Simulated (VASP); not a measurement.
Wanted: the native input for a VASP 6.6.1 run.

```
Task                   : relaxation of cell and atoms
Functional             : PBE
Dispersion             : D3(BJ)
Potentials or basis    : VASP PAW PBE potentials, release 64 (Ga_d, P)
Cutoff                 : 600 eV
k mesh                 : 8 × 8 × 8
Occupations            : gaussian, width 0.02 eV
Spin                   : no spin polarisation
Dipole correction      : no
Further INCAR settings : ALGO = Normal; EDIFF = 1e-06; IBRION = 2; EDIFFG = -0.002; NSW = 100; ISIF = 3
```

The structure of GaP (d3) lies in POSCAR:

```
GaP
1.0
    0.0000000000      2.7258124900      2.7258124900
    2.7258124900      0.0000000000      2.7258124900
    2.7258124900      2.7258124900      0.0000000000
Ga P
1 1
Direct
    0.0000000000      0.0000000000      0.0000000000
    0.7500000000      0.7500000000      0.7500000000
```

One way to write it, as run:

INCAR

```
SYSTEM = GaP
PREC = Accurate ; ENCUT = 600
EDIFF = 1E-6 ; ISMEAR = 0
SIGMA = 0.02 ; LREAL = .False.
LASPH = .True. ; NELM = 80
ALGO = Normal ; ISIF = 3
LWAVE = .False. ; LCHARG = .False.
GGA = PE ; IVDW = 12
IBRION = 2 ; NSW = 100
EDIFFG = -0.002
```

KPOINTS

```
Automatic mesh
0
Gamma
  8 8 8
  0 0 0
```

Potentials or basis: VASP PAW PBE potentials, release 64 (Ga_d, P).

The run is started by

```bash
$ cat potpaw_PBE.64/Ga_d/POTCAR potpaw_PBE.64/P/POTCAR > POTCAR
$ mpirun -np 1 vasp_std > vasp.out
```

It gave:

- Relaxed volume: 20.18 Å³/atom
- Relaxed cell: a = 3.850 Å, b = 3.850 Å, c = 3.850 Å, α = 60.00°, β = 60.00°, γ = 60.00°
- Space group after relaxing (to 0.05 Å): F-43m (No. 216)
- Energy gained by relaxing: 0.1 meV/atom
- Ionic steps: 10
- Pressure after relaxing: 0.0 GPa
- Band gap on the k mesh: 1.64 eV, indirect (least direct gap 1.85 eV)
- Dispersion energy per atom: -0.317 eV

It took 55 s on 1 thread of Intel(R) Xeon(R) Platinum 8488C (Sapphire Rapids), on a shared host, peak memory 0.2 GiB.
